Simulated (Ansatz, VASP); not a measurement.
Two plane-wave programs on TaSi3

```
CELL_PARAMETERS angstrom
4.93450 0.00000 0.00000
0.00000 4.93450 0.00000
0.00000 0.00000 4.93450
ATOMIC_POSITIONS crystal
Ta 0.00000 0.00000 0.00000
Ta 0.50000 0.50000 0.50000
Si 0.00000 0.50000 0.25000
Si 0.00000 0.50000 0.75000
Si 0.25000 0.00000 0.50000
Si 0.75000 0.00000 0.50000
Si 0.50000 0.75000 0.00000
Si 0.50000 0.25000 0.00000
```

Alike in both runs: functional PBE; k mesh 8 × 8 × 8; occupations gaussian, width 0.1 eV; no spin polarisation.

Ansatz relaxed the structure, and its values are those at the end. VASP's run is a single point on that final structure, the one shown.

|  | VASP | Ansatz |
| --- | --- | --- |
| version | VASP 6.6.1 | Ansatz 0.2.0 |
| potentials or method | VASP PAW PBE potentials, release 64 (Ta_pv, Si), cutoff 500 eV | scalar-relativistic, plane waves, PAW |
| valence electrons in the cell | 46 | 50 |

```csv
,VASP,Ansatz,Ansatz less VASP
gap on the k mesh at the Fermi level (eV),none,none,-
pressure (GPa),0.0,0.0,-0.04
```

A gap of «none» marks a metal or a gap that the smearing closes. VASP's potentials hold 46 valence electrons a cell and Ansatz's 50, so a difference there can come from the potentials and not from the codes.

Spin-orbit coupling is off throughout.
